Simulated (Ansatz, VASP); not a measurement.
NaH2 in VASP and in Ansatz

```
Na H
1.0
     3.29295   -3.66593    0.00000
     3.29295    3.66593    0.00000
     0.00000    0.00000    4.59450
Na H
2 4
Direct
  0.68702 0.31298 0.25000
  0.31298 0.68702 0.75000
  0.08265 0.03535 0.25000
  0.96465 0.91735 0.25000
  0.03535 0.08265 0.75000
  0.91735 0.96465 0.75000
```

Alike in both runs: task single point; functional PBE; k mesh 8 × 8 × 8; occupations gaussian, width 0.1 eV; no spin polarisation.

|  | VASP | Ansatz |
| --- | --- | --- |
| version | VASP 6.6.1 | Ansatz 0.2.0 |
| potentials or method | VASP PAW PBE potentials, release 64 (Na_pv, H), cutoff 500 eV | scalar-relativistic, plane waves, PAW |
| valence electrons in the cell | 18 | 22 |

```csv
,VASP,Ansatz,Ansatz less VASP
gap on the k mesh at the Fermi level (eV),none,none,-
pressure (GPa),-0.1,0.0,+0.13
```

A gap of «none» marks a metal or a gap that the smearing closes. With one functional, cell and mesh, what is left measures potentials, basis and numerics. VASP's potentials hold 18 valence electrons a cell and Ansatz's 22, so a difference there can come from the potentials and not from the codes.
